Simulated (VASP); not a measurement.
LiF:

```
Li F
1.0
     0.00000    1.94500    1.94500
     1.94500    0.00000    1.94500
     1.94500    1.94500    0.00000
Li F
1 1
Direct
  0.00000 0.00000 0.00000
  0.50000 0.50000 0.50000
```

This cell differs from its parent crystal: strain -2.5%.

Base run:

- Program: VASP 6.6.1
- Functional: r2SCAN
- Potentials or basis: VASP PAW PBE potentials, release 64 (Li_sv, F)
- Cutoff: 520 eV
- k mesh: 10 × 10 × 10
- Occupations: gaussian, width 0.01 eV
- Spin: no spin polarisation

Its results: band gap on the k mesh 11.32 eV, direct.

Problem. The run is repeated on the same cell with these changes: functional from r2SCAN to PBE; occupations from gaussian, width 0.01 eV to fermi-dirac, width 0.02 eV. What comes out?

Solution. Band gap on the k mesh 10.08 eV, direct.

A k mesh can miss the band edges.
